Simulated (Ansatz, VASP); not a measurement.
# One calculation of WSe2, two programs

INCAR

```
SYSTEM = WSe2
ALGO = Normal
DIPOL = 0.5 0.5 0.393
EDIFF = 1E-7
ENCUT = 520
GGA = PE
IDIPOL = 3
ISIF = 2
ISMEAR = 0
IVDW = 12
LASPH = .TRUE.
LCHARG = .FALSE.
LDIPOL = .TRUE.
LREAL = .FALSE.
LWAVE = .FALSE.
NBANDS = 35
NELM = 60
PREC = Accurate
SIGMA = 0.05
```

Contents of KPOINTS:

```
k-points
0
G
  9 9 1
  0 0 0
```

POSCAR

```
WSe2
1.0
    3.2854929709      0.0000000000      0.0000000000
   -1.6427464855      2.8453203767      0.0000000000
    0.0000000000      0.0000000000     24.2386466774
Se W
4 2
Direct
    0.3333333333      0.6666666667      0.1856539294
    0.3333333333      0.6666666667      0.3246601777
    0.7777777778      0.2222222222      0.4620440855
    0.7777777778      0.2222222222      0.6010503338
    0.6666666667      0.3333333333      0.2551570536
    1.1111111111     -0.1111111111      0.5315472097
```

Input for Ansatz:

```yaml
crystal:
  lattice:
    - [3.2854929709, 0.0, 0.0]
    - [-1.6427464855, 2.8453203767, 0.0]
    - [0.0, 0.0, 24.2386466774]
  atoms:
    - { symbol: Se, position: [0.3333333333, 0.6666666667, 0.1856539294] }
    - { symbol: W, position: [0.6666666667, 0.3333333333, 0.2551570536] }
    - { symbol: Se, position: [0.3333333333, 0.6666666667, 0.3246601777] }
    - { symbol: Se, position: [0.7777777778, 0.2222222222, 0.4620440855] }
    - { symbol: W, position: [1.1111111111, -0.1111111111, 0.5315472097] }
    - { symbol: Se, position: [0.7777777778, 0.2222222222, 0.6010503338] }
basis:
  ecutwfc: 420
kpoints:
  mp_grid: { grid: [9, 9, 1] }
hamiltonian:
  xc: pbe
  pseudopotentials: { kind: paw, azcp: { folder: soft_1 } }
  dispersion: d3bj
scf:
  occupations: { method: gaussian, width: 0.05 }
output:
  forces: true
  eigenvalues: true
efield:
  axis: 3
  dipole_correction: true
  ramp_width: 0.04
```

Alike in both runs: task single point; functional PBE; dispersion D3(BJ); k mesh 9 × 9 × 1; occupations gaussian, width 0.05 eV; no spin polarisation.

|  | VASP | Ansatz |
| --- | --- | --- |
| version | VASP 6.6.1 | Ansatz 0.2.0 |
| potentials or method | VASP PAW PBE potentials, release 64 (Se, W_sv), cutoff 520 eV | scalar-relativistic, plane waves, PAW |
| valence electrons in the cell | 52 | 92 |

|  | VASP | Ansatz | Ansatz less VASP |
| --- | --- | --- | --- |
| gap on the k mesh at the Fermi level (eV) | 1.54 | 1.54 | -0.001 |
| least direct gap on the mesh (eV) | 1.65 | 1.65 | +0.004 |
| rms of the force components (eV/Å) | 0.032 | 0.017 | -0.0150 |

VASP's potentials hold 52 valence electrons a cell and Ansatz's 92, so a difference there can come from the potentials and not from the codes.

Spin-orbit coupling is off throughout.
